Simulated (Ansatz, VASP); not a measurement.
# Si in VASP and in Ansatz

INCAR

```
SYSTEM = Si
PREC = Accurate ; ENCUT = 500
EDIFF = 1E-6 ; ISMEAR = -1
SIGMA = 0.1 ; LREAL = .False.
LASPH = .True. ; NELM = 120
ALGO = Normal ; ISIF = 2
LWAVE = .False. ; LCHARG = .False.
GGA = PE ; NBANDS = 8
GGA_COMPAT = .False.
```

Contents of KPOINTS:

```
regular mesh
0
Gamma
  18 18 18
  0 0 0
```

File POSCAR:

```
Si
1.0
    0.0000000000      1.7334566104      1.7334566104
    1.7334566104      0.0000000000      1.7334566104
    1.7334566104      1.7334566104      0.0000000000
Si
1
Direct
    0.0000000000      0.0000000000      0.0000000000
```

Input for Ansatz:

```yaml
crystal:
  lattice:
    - [0.0, 1.7334566104, 1.7334566104]
    - [1.7334566104, 0.0, 1.7334566104]
    - [1.7334566104, 1.7334566104, 0.0]
  atoms:
    - { symbol: Si, position: [0.0, 0.0, 0.0] }
kpoints:
  mp_grid: { grid: [18, 18, 18] }
scf:
  occupations: { method: fermi_dirac, width: 0.1 }
hamiltonian:
  xc: pbe
  pseudopotentials: { kind: paw }
output:
  forces: true
  stress: true
  eigenvalues: true
```

Change from the starting cell: volume scaled by 0.718, to set the pressure.

Alike in both runs: task single point; functional PBE; k mesh 18 × 18 × 18; occupations fermi-dirac, width 0.1 eV; no spin polarisation.

|  | VASP | Ansatz |
| --- | --- | --- |
| version | VASP 6.6.1 | Ansatz 0.2.0 |
| potentials or method | VASP PAW PBE potentials, release 64 (Si) | PAW with Ansatz's default frozen-core files, scalar-relativistic |
| plane-wave cutoff (eV) | 500 | 420 |
| valence electrons in the cell | 4 | 4 |

```tsv
	VASP	Ansatz	Ansatz less VASP
pressure (GPa)	54.9	55.2	+0.36
```

Both programs put the cell under a high pressure, so it lies far from rest at this level.
